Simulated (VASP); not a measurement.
# B (R-3m) in VASP: single point with PBE+D3(BJ)

Aim: the single point of B with PBE+D3(BJ).

Program: VASP 6.6.1. These are calculated values, not measurements. Logs are shortened: lines on timing, memory, paths and dates and some standing lists are left out, and cuts for length are marked.

### Step 1. The cell of the first run

The structure is trigonal, space group R-3m (No. 166). The conventional cell has a = 4.861 Å, b = 4.861 Å, c = 12.463 Å, α = 90.00°, β = 90.00°, γ = 120.00°. Within 2.2 Å of B (site symmetry m) lie 6 B at 1.66 to 1.79 Å. Within 2.4 Å of B (site symmetry m) lie 7 B at 1.77 to 1.98 Å.

### Step 2. Single point, PBE+D3(BJ)

The input, INCAR:

```
ALGO = Normal ; EDIFF = 1E-6
ENCUT = 520 ; GGA = PE
ISIF = 2 ; ISMEAR = 0
IVDW = 12 ; LASPH = T
LCHARG = F ; LREAL = F
LWAVE = F ; NBANDS = 30
NELM = 60 ; PREC = Accurate
SIGMA = 0.02
```

The input, KPOINTS:

```
k-points
0
Gamma
  9 9 9
```

The input, POSCAR:

```
B
1.0
    2.4304760369      1.4032359941      4.1542485015
   -2.4304760369      1.4032359941      4.1542485015
    0.0000000000     -2.8064719883      4.1542485015
B
12
Direct
    0.0106039401      0.6535702690      0.0106039401
    0.0106039401      0.0106039401      0.6535702690
    0.6535702690      0.0106039401      0.0106039401
    0.9893960599      0.3464297310      0.9893960599
    0.3464297310      0.9893960599      0.9893960599
    0.9893960599      0.9893960599      0.3464297310
    0.2218996995      0.6294207358      0.2218996995
    0.2218996995      0.2218996995      0.6294207358
    0.6294207358      0.2218996995      0.2218996995
    0.7781003005      0.3705792642      0.7781003005
    0.3705792642      0.7781003005      0.7781003005
    0.7781003005      0.7781003005      0.3705792642
```

Potentials or basis: VASP PAW PBE potentials, release 64 (B).

Launch:

```console
cat potpaw_PBE.64/B/POTCAR > POTCAR
mpirun -np 1 vasp_std > vasp.out
```

OUTCAR:

```text
EDIFF = 1E-6
   ENCUT = 520
   GGA = PE
   ISIF = 2
   ISMEAR = 0
   IVDW = 12
   LASPH = T
   LREAL = F
   NELM = 60
   PREC = Accurate
 IVDW          = 12

 ion  position               nearest neighbor table
   1  0.011  0.654  0.011-   4 1.66   2 1.74   3 1.74   7 1.78  11 1.79  12 1.79
   2  0.011  0.011  0.654-   6 1.66   3 1.74   1 1.74   8 1.78  10 1.79  11 1.79
   3  0.654  0.011  0.011-   5 1.66   2 1.74   1 1.74   9 1.78  10 1.79  12 1.79
   4  0.989  0.346  0.989-   1 1.66   6 1.74   5 1.74  10 1.78   9 1.79   8 1.79
   5  0.346  0.989  0.989-   3 1.66   6 1.74   4 1.74  11 1.78   7 1.79   8 1.79
   6  0.989  0.989  0.346-   2 1.66   4 1.74   5 1.74  12 1.78   9 1.79   7 1.79
   7  0.222  0.629  0.222-  11 1.77  12 1.77   1 1.78   5 1.79   6 1.79   8 1.98   9 1.98
   8  0.222  0.222  0.629-  10 1.77  11 1.77   2 1.78   4 1.79   5 1.79   7 1.98   9 1.98
   9  0.629  0.222  0.222-  10 1.77  12 1.77   3 1.78   4 1.79   6 1.79   8 1.98   7 1.98
  10  0.778  0.371  0.778-   9 1.77   8 1.77   4 1.78   3 1.79   2 1.79  12 1.98  11 1.98
  11  0.371  0.778  0.778-   7 1.77   8 1.77   5 1.78   1 1.79   2 1.79  12 1.98  10 1.98
  12  0.778  0.778  0.371-   7 1.77   9 1.77   6 1.78   3 1.79   1 1.79  10 1.98  11 1.98

  LATTYP: Found a trigonal (rhomboedric) cell.
 ALAT       =     5.0133886378
 COS(alpha) =     0.5299436349

  Lattice vectors:

 A1 = (   2.4304760369,   1.4032359941,   4.1542485015)
 A2 = (  -2.4304760369,   1.4032359941,   4.1542485015)
 A3 = (   0.0000000000,  -2.8064719883,   4.1542485015)

Analysis of symmetry for initial positions (statically):
=====================================================================
 Subroutine PRICEL returns:
 Original cell was already a primitive cell.

 Routine SETGRP: Setting up the symmetry group for a
 trigonal (rhombohedral) supercell.

 Subroutine GETGRP returns: Found 12 space group operations
 (whereof 12 operations were pure point group operations)
 out of a pool of 12 trial point group operations.

The static configuration has the point symmetry D_3d.

Analysis of symmetry for dynamics (positions and initial velocities):
=====================================================================
 Subroutine PRICEL returns:
 Original cell was already a primitive cell.

 Routine SETGRP: Setting up the symmetry group for a
 trigonal (rhombohedral) supercell.

 Subroutine GETGRP returns: Found 12 space group operations
 (whereof 12 operations were pure point group operations)
 out of a pool of 12 trial point group operations.

The dynamic configuration has the point symmetry D_3d.

 Subroutine INISYM returns: Found 12 space group operations
 (whereof 12 operations are pure point group operations),
 and found     1 'primitive' translations

----------------------------------------------------------------------------------------

                                     Primitive cell

  volume of cell :      85.0092

  direct lattice vectors                    reciprocal lattice vectors
     2.430476037  1.403235994  4.154248501     0.205721016  0.118773084  0.080239141
    -2.430476037  1.403235994  4.154248501    -0.205721016  0.118773084  0.080239141
     0.000000000 -2.806471988  4.154248501     0.000000000 -0.237546168  0.080239141

  length of vectors
     5.013388638  5.013388638  5.013388638     0.250731932  0.250731932  0.250731932

  position of ions in fractional coordinates (direct lattice)
     0.010603940  0.653570269  0.010603940
     0.010603940  0.010603940  0.653570269
     0.653570269  0.010603940  0.010603940
     0.989396060  0.346429731  0.989396060
     0.346429731  0.989396060  0.989396060
     0.989396060  0.989396060  0.346429731
     0.221899699  0.629420736  0.221899699
     0.221899699  0.221899699  0.629420736
     0.629420736  0.221899699  0.221899699
     0.778100301  0.370579264  0.778100301
     0.370579264  0.778100301  0.778100301
     0.778100301  0.778100301  0.370579264

  ion indices of the primitive-cell ions
   primitive index   ion index
                 1           1
                 2           2
                 3           3
                 4           4
                 5           5
                 6           6
                 7           7
                 8           8
                 9           9
                10          10
                11          11
                12          12

----------------------------------------------------------------------------------------

 KPOINTS: k-points

Automatic generation of k-mesh.
 Grid dimensions read from file:
 generate k-points for:    9    9    9

 Generating k-lattice:

  Cartesian coordinates                     Fractional coordinates (reciprocal lattice)
     0.022857891  0.013197009  0.008915460     0.111111111 -0.000000000 -0.000000000
    -0.022857891  0.013197009  0.008915460    -0.000000000  0.111111111 -0.000000000
     0.000000000 -0.026394019  0.008915460     0.000000000  0.000000000  0.111111111

  Length of vectors
     0.027859104  0.027859104  0.027859104

  Shift w.r.t. Gamma in fractional coordinates (k-lattice)
     0.000000000  0.000000000  0.000000000

 Subroutine IBZKPT returns following result:
 ===========================================

 Found     85 irreducible k-points:

 Following reciprocal coordinates:
            Coordinates               Weight
  0.000000  0.000000  0.000000      1.000000
  0.111111  0.000000  0.000000      6.000000
  0.222222  0.000000  0.000000      6.000000
  0.333333 -0.000000  0.000000      6.000000
  0.444444  0.000000  0.000000      6.000000
  0.111111  0.111111  0.000000      6.000000
[... 16 lines left out ...]
 -0.333333  0.333333  0.000000      6.000000
  0.444444  0.444444  0.000000      6.000000
 [... further k-points ...]
   k-points           NKPTS =     85   k-points in BZ     NKDIM =     85   number of bands    NBANDS=     30
   number of dos      NEDOS =    301   number of ions     NIONS =     12
   total plane-waves  NPLWV =  64000
   dimension x,y,z NGX =    40 NGY =   40 NGZ =   40
   dimension x,y,z NGXF=    80 NGYF=   80 NGZF=   80
   ions per type =              12
   NGX,Y,Z   is equivalent  to a cutoff of  13.26, 13.26, 13.26 a.u.
   NGXF,Y,Z  is equivalent  to a cutoff of  26.53, 26.53, 26.53 a.u.
 SYSTEM =  unknown system
   PREC   = accura    normal or accurate (medium, high low for compatibility)
   ISTART =      0    job   : 0-new  1-cont  2-samecut
   ICHARG =      2    charge: 1-file 2-atom 10-const
   ISPIN  =      1    spin polarized calculation?
   LNONCOLLINEAR =      F non collinear calculations
   LSORBIT =      F    spin-orbit coupling
   LASPH  =      T    aspherical Exc in radial PAW
   ENCUT  =  520.0 eV  38.22 Ry    6.18 a.u.   9.32  9.32  9.32*2*pi/ulx,y,z
   NELM   =     60;   NELMIN=  2; NELMDL= -5     # of ELM steps
   EDIFF  = 0.1E-05   stopping-criterion for ELM
   LREAL  =      F    real-space projection
[... 7 lines left out ...]
   TEBEG  =    0.0;   TEEND  =   0.0 temperature during run
   PSTRESS=    0.0 pullay stress
   NELECT =      36.0000    total number of electrons
   NUPDOWN=      -1.0000    fix difference up-down
   EMIN   =  10.00;   EMAX   =-10.00  energy-range for DOS
   EFERMI =   0.00;   METHOD = LEGACY
   ISMEAR =     0;   SIGMA  =   0.02  broadening in eV -4-tet -1-fermi 0-gaus
   EFERMI_NEDOS =   21; number of points for ismear=-14 and -15
   IALGO  =     38    algorithm
   IMIX   =      4    mixing-type and parameters
     AMIX     =   0.40;   BMIX     =  1.00
     AMIX_MAG =   1.60;   BMIX_MAG =  1.00
  volume/ion in A,a.u.               =       7.08        47.81
  Fermi-wavevector in a.u.,A,eV,Ry     =   1.229383  2.323196 20.563596  1.511382
  Thomas-Fermi vector in A             =   2.364272
   LORBIT       =      0    0 simple, 1 ext, 2 COOP (PROOUT), +10 PAW based schemes
   GGA     = PE    functional components
   LHFCALC =     F    Hartree Fock is set to
   AEXX    =    0.0000 exact exchange contribution
   IVDW    =    12    specifies the selected vdW correction
   LEPSILON=     F    determine dielectric tensor
   LRPA    =     F    only Hartree local field effects (RPA)
 non-spin polarized calculation
 Gauss-broadening in eV      SIGMA  =   0.02
  energy-cutoff  :      520.00
  volume of cell :       85.01
 maximum number of plane-waves:      2306
 NGX is ok and might be reduce to    40
   NGX = 19   NGY = 19   NGZ = 19

 number of electron      36.0000000 magnetization

 Free energy of the ion-electron system (eV)
  ---------------------------------------------------
  ext. energy  EPLUGINS =         0.00000000
  ---------------------------------------------------
  free energy    TOTEN  =       -80.42845897 eV

  energy without entropy =      -80.42845897  energy(sigma->0) =      -80.42845897

 E-fermi :   6.2675     XC(G=0): -11.6521

 val. band max:        6.1816258489   @ k =   0.4444   0.4444   0.4444
 cond. band min:       7.5663145605   @ k =   0.0000   0.0000   0.0000
 fundamental gap:      1.3846887117
 Fermi energy:         6.2674910691

 k-point     1 :       0.0000    0.0000    0.0000
  band No.  band energies     occupation
      1     -10.2338      2.00000
      2      -4.3980      2.00000
      3      -4.1311      2.00000
      4      -4.1311      2.00000
      5      -3.1742      2.00000
      6      -2.4797      2.00000
[... 22 lines left out ...]
     29      16.0791      0.00000
     30      16.4564      0.00000

 k-point     2 :       0.1111    0.0000    0.0000
  band No.  band energies     occupation
      1     -10.1622      2.00000
      2      -4.8298      2.00000
      3      -4.4361      2.00000
      4      -4.2654      2.00000
      5      -2.8943      2.00000
      6      -2.4315      2.00000
[... 718 lines left out ...]
 k-point    24 :       0.4444    0.4444    0.0000
  band No.  band energies     occupation
      1      -9.1456      2.00000
      2      -7.0562      2.00000
      3      -5.3746      2.00000
      4      -5.2905      2.00000
      5      -4.1141      2.00000
      6      -3.1003      2.00000
[... 22 lines left out ...]
     29      15.2893      0.00000
     30      15.7734      0.00000

 [... further k-points ...]

------------------------ aborting loop because EDIFF is reached ----------------------------------------

 Edisp (eV)   -2.51815

 E8    (eV) :    -0.8340

  FORCE on cell =-STRESS in cart. coord.  units (eV):
  Direction    XX          YY          ZZ          XY          YZ          ZX
  --------------------------------------------------------------------------------------
  -------------------------------------------------------------------------------------
  Total       0.05547     0.05547     0.03850     0.00000    -0.00000     0.00000
  in kB       1.04537     1.04537     0.72552     0.00000    -0.00000     0.00000
  external pressure =        0.94 kB  Pullay stress =        0.00 kB

 VOLUME and BASIS-vectors are now :
 -----------------------------------------------------------------------------
  energy-cutoff  :      520.00
  volume of cell :       85.01
      direct lattice vectors                 reciprocal lattice vectors
     2.430476037  1.403235994  4.154248501     0.205721016  0.118773084  0.080239141
    -2.430476037  1.403235994  4.154248501    -0.205721016  0.118773084  0.080239141
     0.000000000 -2.806471988  4.154248501     0.000000000 -0.237546168  0.080239141

 POSITION                                       TOTAL-FORCE (eV/Angst)
 -----------------------------------------------------------------------------------
     -1.56271      0.90223      2.80320         0.009266     -0.005350     -0.007105
      0.00000     -1.80447      2.80320         0.000000      0.010699     -0.007105
      1.56271      0.90223      2.80320        -0.009266     -0.005350     -0.007105
      1.56271     -0.90223      9.65955        -0.009266      0.005350      0.007105
     -1.56271     -0.90223      9.65955         0.009266      0.005350      0.007105
      0.00000      1.80447      9.65955         0.000000     -0.010699      0.007105
     -0.99047      0.57185      4.45842         0.011913     -0.006878      0.003369
      0.00000     -1.14370      4.45842         0.000000      0.013756      0.003369
      0.99047      0.57185      4.45842        -0.011913     -0.006878      0.003369
      0.99047     -0.57185      8.00432        -0.011913      0.006878     -0.003369
     -0.99047     -0.57185      8.00432         0.011913      0.006878     -0.003369
      0.00000      1.14370      8.00432         0.000000     -0.013756     -0.003369
 -----------------------------------------------------------------------------------
    total drift:                               -0.000000     -0.000000      0.000000

  FREE ENERGIE OF THE ION-ELECTRON SYSTEM (eV)
  ---------------------------------------------------
  free  energy   TOTEN  =       -82.9466067293 eV

  energy  without entropy=      -82.9466067293  energy(sigma->0) =      -82.94660673
```

Run time: 5.8 min. Hardware: 1 thread of Intel Xeon 8259CL, shared host; peak memory 0.32 GiB.

Results:

- Free energy: -82.9466 eV
- Pressure: 0.1 GPa
- Largest force: 0.014 eV/Å
- Band gap on the k mesh: 1.38 eV (least direct gap 1.71 eV)
- Dispersion energy per atom: -0.210 eV

Forces on the atoms (eV/Å):
```
B    0.009 -0.005 -0.007
B    0.000  0.011 -0.007
B   -0.009 -0.005 -0.007
B   -0.009  0.005  0.007
B    0.009  0.005  0.007
B    0.000 -0.011  0.007
B    0.012 -0.007  0.003
B    0.000  0.014  0.003
B   -0.012 -0.007  0.003
B   -0.012  0.007 -0.003
B    0.012  0.007 -0.003
B    0.000 -0.014 -0.003
```

Caveat: an odd mesh through Γ misses points on the zone boundary, where band edges can lie.
